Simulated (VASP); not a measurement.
Here is a VASP 6.6.1 calculation.

INCAR

```
SYSTEM = TaC6N
PREC = Accurate
ENCUT = 600
EDIFF = 1E-6
ISMEAR = 0
SIGMA = 0.1
LREAL = .FALSE.
LASPH = .TRUE.
NELM = 200
ALGO = Normal
ISIF = 2
LWAVE = .FALSE.
LCHARG = .FALSE.
ISPIN = 2
MAGMOM = 1 0 0 0 0 0 0 0
LORBIT = 11
LMAXMIX = 4
GGA = PE
NBANDS = 34
GGA_COMPAT = .FALSE.
```

KPOINTS

```
Automatic mesh
0
G
  6 6 4
  0 0 0
```

File POSCAR:

```
TaC6N
1.0
    4.2876309726      0.0000000000      0.0000000000
   -2.1438154863      3.7131973443      0.0000000000
    0.0000000000      0.0000000000      6.7013191670
Ta C N
1 6 1
Direct
    0.0000000000      0.0000000000      0.3137626877
    0.6671378786      0.6671378786      0.9983924743
    0.0000000000      0.6671378786      0.9983924743
    0.3328621214      0.0000000000      0.9983924743
    0.3328621214      0.3328621214      0.9983924743
    0.0000000000      0.3328621214      0.9983924743
    0.6671378786      0.0000000000      0.9983924743
    0.0000000000      0.0000000000      0.5708824668
```

Potentials or basis: VASP PAW PBE potentials, release 64 (Ta_pv, C, N).

The run is started by

```console
$ cat potpaw_PBE.64/Ta_pv/POTCAR potpaw_PBE.64/C/POTCAR potpaw_PBE.64/N/POTCAR > POTCAR
$ mpirun -np 1 vasp_std > vasp.out
```

Problem. Estimate the pressure.

Solution. 0.3 GPa.

Problem. Estimate the largest force.

Solution. 0.603 eV/Å.

Problem. What does it give for the net moment?

Solution. 0.12 μB per cell.

Problem. Predict the site moments.

Solution. Ta +0.05; C +0.00; N +0.01 μB.

Forces on the atoms (eV/Å):
```
Ta   0.000  0.000 -0.603
C    0.001  0.002  0.000
C   -0.001  0.002  0.000
C   -0.003  0.000  0.000
C   -0.001 -0.002  0.000
C    0.001 -0.002  0.000
C    0.003  0.000  0.000
N    0.000  0.000  0.602
```

Caveat: this functional lacks dispersion, which binds layers or chains, so the pressure and a relaxed spacing across them are unreliable.
